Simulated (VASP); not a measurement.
Input of a VASP 6.6.1 run:

The input POSCAR:

```
BaS
1.0
    0.0000000000      3.2117958731      3.2117958731
    3.2117958731      0.0000000000      3.2117958731
    3.2117958731      3.2117958731      0.0000000000
Ba S
1 1
Direct
    0.0000000000      0.0000000000      0.0000000000
    0.5000000000      0.5000000000      0.5000000000
```

The input INCAR.step1:

```
SYSTEM = BaS
ALGO = Normal
EDIFF = 1E-8
ENCUT = 500
GGA = PE
ISMEAR = 0
LASPH = .True.
LCHARG = .False.
LREAL = .False.
LWAVE = .True.
NELM = 80
PREC = Accurate
SIGMA = 0.01
```

INCAR.step2

```
SYSTEM = BaS
ALGO = Exact
EDIFF = 1E-8
ENCUT = 500
GGA = PE
ISMEAR = 0
ISTART = 1
LASPH = .True.
LCHARG = .False.
LOPTICS = .True.
LREAL = .False.
LWAVE = .True.
NBANDS = 257
NELM = 1
PREC = Accurate
SIGMA = 0.01
```

File INCAR.step3:

```
SYSTEM = BaS
ALGO = EVGW0
EDIFF = 1E-8
ENCUT = 500
ENCUTGW = 140.0
GGA = PE
ISMEAR = 0
ISTART = 1
LASPH = .True.
LCHARG = .False.
LREAL = .False.
LWAVE = .False.
NBANDS = 257
NBANDSGW = 16
NELMGW = 1
NOMEGA = 96
OMEGAMAX = 20
PREC = Accurate
PRECFOCK = Fast
SIGMA = 0.01
```

File KPOINTS:

```
k-points
0
Gamma
  4 4 4
  0 0 0
```

Potentials or basis: VASP PAW PBE potentials, release 64 (Ba_sv_GW, S_GW).

Launch:

```sh
$ cat potpaw_PBE.64/Ba_sv_GW/POTCAR potpaw_PBE.64/S_GW/POTCAR > POTCAR
$ cp INCAR.step1 INCAR
$ mpirun -np 1 vasp_std > vasp.out
$ cp INCAR.step2 INCAR
$ mpirun -np 1 vasp_std > vasp.out
$ cp INCAR.step3 INCAR
$ mpirun -np 1 vasp_std > vasp.out
```

Predict the quasiparticle gap.

3.48 eV.

Estimate the least direct quasiparticle gap.

3.62 eV.

Predict the band gap of the starting levels on the mesh.

2.23 eV.

What does it give for the least direct gap of the starting levels on the mesh?

2.34 eV.

Caveat: the k points lie up to 0.42 Å⁻¹ apart; bands, screening cutoff and mesh are small and nothing is extrapolated, so the quasiparticle values aren't converged; spin-orbit coupling is left out, which moves the levels of the heavy elements.
